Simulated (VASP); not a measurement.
# Ga (Pm-3m) in VASP: settings compared, part 3 of 3

VASP 6.6.1.

## (6) Single point, revPBE

This run uses another cell than the first one, of 16.57 Å³/atom, 1.294 times its volume.

The input, INCAR:

```
SYSTEM = Ga
PREC     = Accurate       ! precision mode
ENCUT    = 520            ! plane-wave cutoff, eV
EDIFF    = 1E-6           ! SCF threshold, eV
ISMEAR   = -1             ! smearing method
SIGMA    = 0.1            ! smearing width, eV
LREAL    = .False.        ! projectors in reciprocal space
LASPH    = .True.         ! aspherical terms in the spheres
NELM     = 100            ! most SCF steps
ALGO     = Normal         ! electronic algorithm
ISIF     = 2              ! what is computed and relaxed
LWAVE    = .False.        ! write WAVECAR
LCHARG   = .False.        ! write CHGCAR
GGA      = RE             ! functional
NBANDS   = 12             ! bands
```

The input, KPOINTS:

```
Automatic mesh
0
Gamma
  15 15 15
  0 0 0
```

The input, POSCAR:

```
Ga
1.0
    2.5495797431      0.0000000000      0.0000000000
    0.0000000000      2.5495797431      0.0000000000
    0.0000000000      0.0000000000      2.5495797431
Ga
1
Direct
    0.0000000000      0.0000000000      0.0000000000
```

Potentials or basis: VASP PAW PBE potentials, release 64 (Ga_d).

Started as:

```bash
cat potpaw_PBE.64/Ga_d/POTCAR > POTCAR
mpirun -np 1 vasp_std > vasp.out
```

OUTCAR:

```text
SYSTEM = Ga
   PREC = Accurate
   ENCUT = 520
   EDIFF = 1E-6
   ISMEAR = -1
   LREAL = .False.
   LASPH = .True.
   NELM = 100
   ISIF = 2
   GGA = RE

 ion  position               nearest neighbor table
   1  0.000  0.000  0.000-

  LATTYP: Found a simple cubic cell.
 ALAT       =     2.5495797431

  Lattice vectors:

 A1 = (   2.5495797431,   0.0000000000,   0.0000000000)
 A2 = (   0.0000000000,   2.5495797431,   0.0000000000)
 A3 = (   0.0000000000,   0.0000000000,   2.5495797431)

Analysis of symmetry for initial positions (statically):
=====================================================================
 Subroutine PRICEL returns:
 Original cell was already a primitive cell.

 Routine SETGRP: Setting up the symmetry group for a
 simple cubic supercell.

 Subroutine GETGRP returns: Found 48 space group operations
 (whereof 48 operations were pure point group operations)
 out of a pool of 48 trial point group operations.

The static configuration has the point symmetry O_h .

Analysis of symmetry for dynamics (positions and initial velocities):
=====================================================================
 Subroutine PRICEL returns:
 Original cell was already a primitive cell.

 Routine SETGRP: Setting up the symmetry group for a
 simple cubic supercell.

 Subroutine GETGRP returns: Found 48 space group operations
 (whereof 48 operations were pure point group operations)
 out of a pool of 48 trial point group operations.

The dynamic configuration has the point symmetry O_h .

 Subroutine INISYM returns: Found 48 space group operations
 (whereof 48 operations are pure point group operations),
 and found     1 'primitive' translations

----------------------------------------------------------------------------------------

                                     Primitive cell

  volume of cell :      16.5732
[... 111 lines left out ...]
   LORBIT       =      0    0 simple, 1 ext, 2 COOP (PROOUT), +10 PAW based schemes
   GGA     = RE    functional components
   LHFCALC =     F    Hartree Fock is set to
   AEXX    =    0.0000 exact exchange contribution
   IVDW    =     0    specifies the selected vdW correction
   LEPSILON=     F    determine dielectric tensor
   LRPA    =     F    only Hartree local field effects (RPA)
 non-spin polarized calculation
  energy-cutoff  :      520.00
  volume of cell :       16.57
 maximum number of plane-waves:       461
 NGX is ok and might be reduce to    20
   NGX =  9   NGY =  9   NGZ =  9

 number of electron      13.0000014 magnetization

 Free energy of the ion-electron system (eV)
  ---------------------------------------------------
  ext. energy  EPLUGINS =         0.00000000
  ---------------------------------------------------
  free energy    TOTEN  =        -2.36404321 eV

  energy without entropy =       -2.35250824  energy(sigma->0) =       -2.35827573

 E-fermi :   6.6036     XC(G=0): -11.5007

 val. band max:        6.5871344087   @ k =   0.3333   0.2000   0.0667
 cond. band min:       6.6792661220   @ k =   0.4000   0.4000   0.1333
 fundamental gap:      0.0921317133
 Fermi energy:         6.6036168386

 k-point     1 :       0.0000    0.0000    0.0000
  band No.  band energies     occupation
      1      -8.8681      2.00000
      2      -8.8681      2.00000
      3      -8.0739      2.00000
      4      -8.0739      2.00000
      5      -8.0739      2.00000
      6      -5.3473      2.00000
      7      16.9489      0.00000
      8      16.9489      0.00000
      9      16.9489      0.00000
     10      19.7711      0.00000
     11      19.7711      0.00000
     12      23.3383      0.00000
[... 331 lines left out ...]
 k-point    24 :       0.3333    0.2000    0.0000
  band No.  band energies     occupation
      1      -8.7154      2.00000
      2      -8.3815      2.00000
      3      -8.3763      2.00000
      4      -8.2298      2.00000
      5      -8.1327      2.00000
      6      -1.7455      2.00000
      7       6.4857      1.52971
      8      12.8588      0.00000
      9      20.5818      0.00000
     10      20.8713      0.00000
     11      23.9382      0.00000
     12      30.0726      0.00000

 [... further k-points ...]

------------------------ aborting loop because EDIFF is reached ----------------------------------------

  FORCE on cell =-STRESS in cart. coord.  units (eV):
  Direction    XX          YY          ZZ          XY          YZ          ZX
  --------------------------------------------------------------------------------------
  -------------------------------------------------------------------------------------
  Total        1.6918266      1.6918266      1.6918266     -0.0000000     -0.0000000      0.0000000
  in kB      163.5538020    163.5538020    163.5538020     -0.0000000     -0.0000000      0.0000000
  external PRESSURE =     163.5538020 kB  Pullay stress =       0.0000000 kB

 VOLUME and BASIS-vectors are now :
 -----------------------------------------------------------------------------
  energy-cutoff  :      520.00
  volume of cell :       16.57
      direct lattice vectors                 reciprocal lattice vectors
     2.549579743  0.000000000  0.000000000     0.392221503  0.000000000  0.000000000
     0.000000000  2.549579743  0.000000000     0.000000000  0.392221503  0.000000000
     0.000000000  0.000000000  2.549579743     0.000000000  0.000000000  0.392221503

 POSITION                                       TOTAL-FORCE (eV/Angst)
 -----------------------------------------------------------------------------------
      0.00000      0.00000      0.00000         0.000000      0.000000      0.000000
 -----------------------------------------------------------------------------------
    total drift:                                0.000000      0.000000      0.000000

  FREE ENERGIE OF THE ION-ELECTRON SYSTEM (eV)
  ---------------------------------------------------
  free  energy   TOTEN  =        -2.3640432148 eV

  energy  without entropy=       -2.3525082406  energy(sigma->0) =       -2.35827573
```

stdout:

```text
POSCAR found type information on POSCAR Ga
 POSCAR found :  1 types and       1 ions
 scaLAPACK will be used
 -----------------------------------------------------------------------------
|                                                                             |
|                                                                             |
|     You enforced a specific xc type in the INCAR file but a different       |
|     I HOPE YOU KNOW WHAT YOU ARE DOING!                                     |
|                                                                             |
 -----------------------------------------------------------------------------

 LDA part: xc-table for (Slater+PW92), standard interpolation
 POSCAR, INCAR and KPOINTS ok, starting setup
 FFT: planning ... GRIDC
 FFT: planning ... GRID_SOFT
 FFT: planning ... GRID
 WAVECAR not read
 entering main loop
```

Wall time 5.9 s (1 thread of Intel Xeon 6975P-C (Granite Rapids), shared host); peak memory 0.14 GiB.

What came out:

```yaml
Free_energy: -2.3640 eV
Pressure: 16.4 GPa
```

Caveat: the PAW data sets were made with another functional, which shifts forces and pressure a little.

## (7) The runs side by side

| level | cell | gap on the mesh (eV) | pressure (GPa) |
| --- | --- | --- | --- |
| PBEsol | a = 2.340 Å, 1 atom | none | 56.8 |
| PBEsol | a = 2.449 Å, 1 atom | none | 26.1 |
| PBEsol | a = 2.550 Å, 1 atom | none | 9.9 |
| revPBE | a = 2.550 Å, 1 atom | none | 16.4 |

Alike in all rows: task single point; potentials or basis VASP PAW PBE potentials, release 64 (Ga_d); no spin polarisation; k mesh 15 × 15 × 15; cutoff (eV) 520; smearing fermi-dirac 0.1 eV.

Caveats: the PAW data sets were made with another functional, which shifts forces and pressure a little.

Absolute energies hang on the potentials; compare differences alone.
